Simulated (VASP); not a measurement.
# Pb (P6_3/mmc) in VASP: further runs

The runs below take Pb through single point, with PBEsol.

Program: VASP 6.6.1. These are calculated values, not measurements. Logs are shortened: lines on timing, memory, paths and dates and some standing lists are left out, and cuts for length are marked.

## 1. The cell of the first run

Symmetry: P6_3/mmc, No. 194, hexagonal system. Conventional cell: a = 3.524 Å, b = 3.524 Å, c = 11.495 Å, α = 90.00°, β = 90.00°, γ = 120.00°. Pb (site symmetry -6m2) has 12 Pb at 3.52 Å within 4.6 Å. Pb (site symmetry -3m) has 12 Pb at 3.52 Å within 4.6 Å.

## 2. Single point, PBEsol

Contents of INCAR:

```
ALGO = Normal
EDIFF = 1E-7
ENCUT = 520
GGA = PS
ISIF = 2
ISMEAR = -1
LASPH = True
LCHARG = False
LREAL = False
LWAVE = False
NBANDS = 36
NELM = 80
PREC = Accurate
SIGMA = 0.05
```

Contents of KPOINTS:

```
k-points
0
Gamma
  9 9 3
```

Contents of POSCAR:

```
Pb
1.0
    3.5243661423      0.0000000000      0.0000000000
   -1.7621830712      3.0521906115      0.0000000000
    0.0000000000      0.0000000000     11.4952418100
Pb
4
Direct
    0.6666666667      0.3333333333      0.7500000000
    0.0000000000      0.0000000000      0.5000000000
    0.3333333333      0.6666666667      0.2500000000
    0.0000000000      0.0000000000      0.0000000000
```

Potentials or basis: VASP PAW PBE potentials, release 64 (Pb_d).

The run is started by

```sh
> cat potpaw_PBE.64/Pb_d/POTCAR > POTCAR
> mpirun -np 1 vasp_std > vasp.out
```

OUTCAR:

```text
EDIFF = 1E-7
   ENCUT = 520
   GGA = PS
   ISIF = 2
   ISMEAR = -1
   LASPH = True
   LREAL = False
   NELM = 80
   PREC = Accurate

 ion  position               nearest neighbor table
   1  0.667  0.333  0.750-   2 3.52   4 3.52   2 3.52   4 3.52   2 3.52   4 3.52
   2  0.000  0.000  0.500-   1 3.52   3 3.52   1 3.52   3 3.52   1 3.52   3 3.52
   3  0.333  0.667  0.250-   2 3.52   4 3.52   2 3.52   4 3.52   2 3.52   4 3.52
   4  0.000  0.000  0.000-   1 3.52   3 3.52   1 3.52   3 3.52   1 3.52   3 3.52

  LATTYP: Found a hexagonal cell.
 ALAT       =     3.5243661423
 C/A-ratio  =     3.2616480087

  Lattice vectors:

 A1 = (   3.5243661423,   0.0000000000,   0.0000000000)
 A2 = (  -1.7621830712,   3.0521906115,   0.0000000000)
 A3 = (   0.0000000000,   0.0000000000,  11.4952418100)

Analysis of symmetry for initial positions (statically):
=====================================================================
 Subroutine PRICEL returns:
 Original cell was already a primitive cell.

 Routine SETGRP: Setting up the symmetry group for a
 hexagonal supercell.

 Subroutine GETGRP returns: Found 24 space group operations
 (whereof 12 operations were pure point group operations)
 out of a pool of 24 trial point group operations.

The static configuration has the point symmetry D_3d.
 The point group associated with its full space group is D_6h.

Analysis of symmetry for dynamics (positions and initial velocities):
=====================================================================
 Subroutine PRICEL returns:
 Original cell was already a primitive cell.

 Routine SETGRP: Setting up the symmetry group for a
 hexagonal supercell.

 Subroutine GETGRP returns: Found 24 space group operations
 (whereof 12 operations were pure point group operations)
 out of a pool of 24 trial point group operations.

The dynamic configuration has the point symmetry D_3d.
 The point group associated with its full space group is D_6h.

 Subroutine INISYM returns: Found 24 space group operations
 (whereof 12 operations are pure point group operations),
 and found     1 'primitive' translations

----------------------------------------------------------------------------------------

                                     Primitive cell

[... 89 lines left out ...]
   LSORBIT =      F    spin-orbit coupling
   LASPH  =      T    aspherical Exc in radial PAW
   ENCUT  =  520.0 eV  38.22 Ry    6.18 a.u.   6.55  6.55 21.37*2*pi/ulx,y,z
   NELM   =     80;   NELMIN=  2; NELMDL= -5     # of ELM steps
   EDIFF  = 0.1E-06   stopping-criterion for ELM
   LREAL  =      F    real-space projection
   EDIFFG = 0.1E-05   stopping-criterion for IOM
   NSW    =      0    number of steps for IOM
   IBRION =     -1    ionic relax: 0-MD 1-quasi-New 2-CG
   NFREE  =      0    steps in history (QN), initial steepest desc. (CG)
   ISIF   =      2    stress and relaxation
   ISYM   =      2    0-nonsym 1-usesym 2-fastsym
   POTIM  = 0.5000    time-step for ionic-motion
   TEBEG  =    0.0;   TEEND  =   0.0 temperature during run
   PSTRESS=    0.0 pullay stress
   NELECT =      56.0000    total number of electrons
   NUPDOWN=      -1.0000    fix difference up-down
   EMIN   =  10.00;   EMAX   =-10.00  energy-range for DOS
   EFERMI =   0.00;   METHOD = LEGACY
   ISMEAR =    -1;   SIGMA  =   0.05  broadening in eV -4-tet -1-fermi 0-gaus
   EFERMI_NEDOS =   21; number of points for ismear=-14 and -15
   IALGO  =     38    algorithm
   IMIX   =      4    mixing-type and parameters
     AMIX     =   0.40;   BMIX     =  1.00
     AMIX_MAG =   1.60;   BMIX_MAG =  1.00
  volume/ion in A,a.u.               =      30.91       208.62
  Fermi-wavevector in a.u.,A,eV,Ry     =   1.257189  2.375743 21.504338  1.580524
  Thomas-Fermi vector in A             =   2.390860
   LORBIT       =      0    0 simple, 1 ext, 2 COOP (PROOUT), +10 PAW based schemes
   GGA     = PS    functional components
   LHFCALC =     F    Hartree Fock is set to
   AEXX    =    0.0000 exact exchange contribution
   IVDW    =     0    specifies the selected vdW correction
   LEPSILON=     F    determine dielectric tensor
   LRPA    =     F    only Hartree local field effects (RPA)
 non-spin polarized calculation
  energy-cutoff  :      520.00
  volume of cell :      123.65
 maximum number of plane-waves:      3379
 NGX is ok and might be reduce to    28
   NGX = 13   NGY = 13   NGZ = 43

 number of electron      56.0000006 magnetization

 Free energy of the ion-electron system (eV)
  ---------------------------------------------------
  ext. energy  EPLUGINS =         0.00000000
  ---------------------------------------------------
  free energy    TOTEN  =       -16.00519989 eV

  energy without entropy =      -15.99592220  energy(sigma->0) =      -16.00056105

 E-fermi :   6.8545     XC(G=0): -10.2501

 val. band max:        6.8008050902   @ k =   0.3333   0.0000   0.3333
 cond. band min:       7.0324076406   @ k =   0.4444   0.1111   0.0000
 fundamental gap:      0.2316025504
 Fermi energy:         6.8544722735

 k-point     1 :       0.0000    0.0000    0.0000
  band No.  band energies     occupation
      1     -10.1340      2.00000
      2     -10.1247      2.00000
      3     -10.1050      2.00000
      4     -10.1050      2.00000
      5     -10.0861      2.00000
      6     -10.0861      2.00000
[... 925 lines left out ...]
     35       9.8395      0.00000
     36      10.6774      0.00000

------------------------ aborting loop because EDIFF is reached ----------------------------------------

  FORCE on cell =-STRESS in cart. coord.  units (eV):
  Direction    XX          YY          ZZ          XY          YZ          ZX
  --------------------------------------------------------------------------------------
  -------------------------------------------------------------------------------------
  Total       -1.3517493     -1.3517493     -1.0007651      0.0000000      0.0000000      0.0000000
  in kB      -17.5144276    -17.5144276    -12.9667738      0.0000000      0.0000000      0.0000000
  external PRESSURE =     -15.9985430 kB  Pullay stress =       0.0000000 kB

 VOLUME and BASIS-vectors are now :
 -----------------------------------------------------------------------------
  energy-cutoff  :      520.00
  volume of cell :      123.65
      direct lattice vectors                 reciprocal lattice vectors
     3.524366142  0.000000000  0.000000000     0.283738965  0.163816768  0.000000000
    -1.762183071  3.052190611  0.000000000     0.000000000  0.327633535  0.000000000
     0.000000000  0.000000000 11.495241810     0.000000000  0.000000000  0.086992515

 POSITION                                       TOTAL-FORCE (eV/Angst)
 -----------------------------------------------------------------------------------
      1.76218      1.01740      8.62143        -0.000000      0.000000     -0.000000
      0.00000      0.00000      5.74762        -0.000000      0.000000      0.000000
     -0.00000      2.03479      2.87381         0.000000     -0.000000     -0.000000
      0.00000      0.00000      0.00000        -0.000000      0.000000      0.000000
 -----------------------------------------------------------------------------------
    total drift:                                0.000000     -0.000000      0.000000

  FREE ENERGIE OF THE ION-ELECTRON SYSTEM (eV)
  ---------------------------------------------------
  free  energy   TOTEN  =       -16.0051998887 eV

  energy  without entropy=      -15.9959222020  energy(sigma->0) =      -16.00056105
```

OSZICAR:

```text
N       E                     dE             d eps       ncg     rms          rms(c)
DAV:   1     0.676531503366E+03    0.67653E+03   -0.27190E+04  1728   0.188E+03
DAV:   2     0.499308595929E+02   -0.62660E+03   -0.61696E+03  1728   0.499E+02
DAV:   3    -0.131997299597E+02   -0.63131E+02   -0.62195E+02  2084   0.201E+02
DAV:   4    -0.159590651241E+02   -0.27593E+01   -0.27518E+01  2064   0.466E+01
DAV:   5    -0.160695829682E+02   -0.11052E+00   -0.11051E+00  2204   0.812E+00    0.112E+00
DAV:   6    -0.160190243612E+02    0.50559E-01   -0.12026E-01  2516   0.356E+00    0.542E-01
DAV:   7    -0.160059338085E+02    0.13091E-01   -0.53749E-02  2128   0.246E+00    0.195E-01
DAV:   8    -0.160052603395E+02    0.67347E-03   -0.33537E-03  1952   0.717E-01    0.582E-02
DAV:   9    -0.160052034259E+02    0.56914E-04   -0.29226E-04  2284   0.124E-01    0.100E-02
DAV:  10    -0.160051998612E+02    0.35647E-05   -0.22546E-05  2452   0.389E-02    0.477E-03
DAV:  11    -0.160051998887E+02   -0.27505E-07   -0.95080E-07  1904   0.101E-02
   1 F= -.16005200E+02 E0= -.16000561E+02  d E =-.927769E-02
```

stdout:

```text
POSCAR found type information on POSCAR Pb
 POSCAR found :  1 types and       4 ions
 scaLAPACK will be used
 -----------------------------------------------------------------------------
|                                                                             |
|                                                                             |
|     You enforced a specific xc type in the INCAR file but a different       |
|     I HOPE YOU KNOW WHAT YOU ARE DOING!                                     |
|                                                                             |
 -----------------------------------------------------------------------------

 LDA part: xc-table for (Slater+PW92), standard interpolation
 POSCAR, INCAR and KPOINTS ok, starting setup
 FFT: planning ... GRIDC
 FFT: planning ... GRID_SOFT
 FFT: planning ... GRID
 WAVECAR not read
 entering main loop
```

Run time: 1.8 min. Hardware: 1 thread of Intel Xeon 6975P-C, shared host; peak memory 0.28 GiB.

What came out:

| Quantity | Value |
| --- | --- |
| Free energy | -16.0052 eV |
| Pressure | -1.6 GPa |
| Band gap on the k mesh | zero (band 28 reaches 12.43 eV, above the bottom of band 29 at 4.85 eV) |

Caveat: the PAW data sets were made with another functional, which shifts forces and pressure a little; spin-orbit coupling is left out, which moves the levels of the heavy elements.

## 3. Single point, PBEsol

Contents of INCAR:

```
SYSTEM = Pb
PREC = Accurate
ENCUT = 520
EDIFF = 1E-6
ISMEAR = -1
SIGMA = 0.05
LREAL = .FALSE.
LASPH = .TRUE.
NELM = 80
ALGO = Normal
ISIF = 2
LWAVE = .FALSE.
LCHARG = .FALSE.
GGA = PS
NBANDS = 36
```

Contents of KPOINTS:

```
Automatic mesh
0
G
  9 9 3
  0 0 0
```

POSCAR is that of step 2.

Potentials or basis: VASP PAW PBE potentials, release 64 (Pb_d).

The run is started by

```sh
> cat potpaw_PBE.64/Pb_d/POTCAR > POTCAR
> mpirun -np 1 vasp_std > vasp.out
```

Run time: 92 s. Hardware: 1 thread of Intel Xeon 6975P-C, shared host; peak memory 0.28 GiB.

Results (log left out):

* Free energy: -16.0052 eV
* Pressure: -1.6 GPa
* Band gap on the k mesh: zero (band 28 reaches 12.43 eV, above the bottom of band 29 at 4.85 eV)

Stress tensor (GPa, compression positive):
```
-1.76  0.00  0.00
 0.00 -1.76  0.00
 0.00  0.00 -1.30
```

Levels at points of the mesh, in eV from the Fermi level:
```
           k point  band 25  band 26  band 27  band 28  band 29  band 30  band 31  band 32
(0.00, 0.00, 0.00)    -4.09     0.75     0.76     5.47     5.47     6.24     6.24     6.32
```

Caveat: the PAW data sets were made with another functional, which shifts forces and pressure a little; spin-orbit coupling is left out, which moves the levels of the heavy elements.

## 4. Single point, PBEsol (volume scaled by 1.02)

Contents of INCAR:

```
PREC = Accurate
ENCUT = 520
EDIFF = 1E-6
ISMEAR = -1
SIGMA = 0.05
LREAL = F
LASPH = T
NELM = 80
ALGO = Fast
ISIF = 2
LWAVE = F
LCHARG = F
GGA = PS
NBANDS = 36
```

Contents of KPOINTS:

```
Automatic mesh
0
Gamma
  9 9 3
```

Contents of POSCAR:

```
Pb
1.0
    3.5477069956      0.0000000000      0.0000000000
   -1.7738534979      3.0724043834      0.0000000000
    0.0000000000      0.0000000000     11.5713714578
Pb
4
Direct
    0.6666666667      0.3333333333      0.7500000000
    0.0000000000      0.0000000000      0.5000000000
    0.3333333333      0.6666666667      0.2500000000
    0.0000000000      0.0000000000      0.0000000000
```

The run is started by

```sh
> cat potpaw_PBE.64/Pb_d/POTCAR > POTCAR
> mpirun -np 1 vasp_std > vasp.out
```

Run time: 3.6 min. Hardware: 1 thread of Intel Xeon 6975P-C, shared host; peak memory 0.29 GiB.

The run converged. Its results:

```yaml
Free_energy: -15.9759 eV
Pressure: -2.4 GPa
Band_gap_on_the_k_mesh: zero (band 28 reaches 12.10 eV, above the bottom of band 29 at 4.68 eV)
```

Stress tensor (GPa, compression positive):
```
-2.53  0.00  0.00
 0.00 -2.53  0.00
 0.00  0.00 -2.13
```

Levels at points of the mesh, in eV from the Fermi level:
```
           k point  band 24  band 25  band 26  band 27  band 28  band 29  band 30  band 31  band 32  band 33
(0.00, 0.00, 0.00)    -8.06    -4.00     0.72     0.72     5.37     5.37     6.11     6.11     6.19     6.19
```

Caveat: the PAW data sets were made with another functional, which shifts forces and pressure a little; spin-orbit coupling is left out, which moves the levels of the heavy elements.
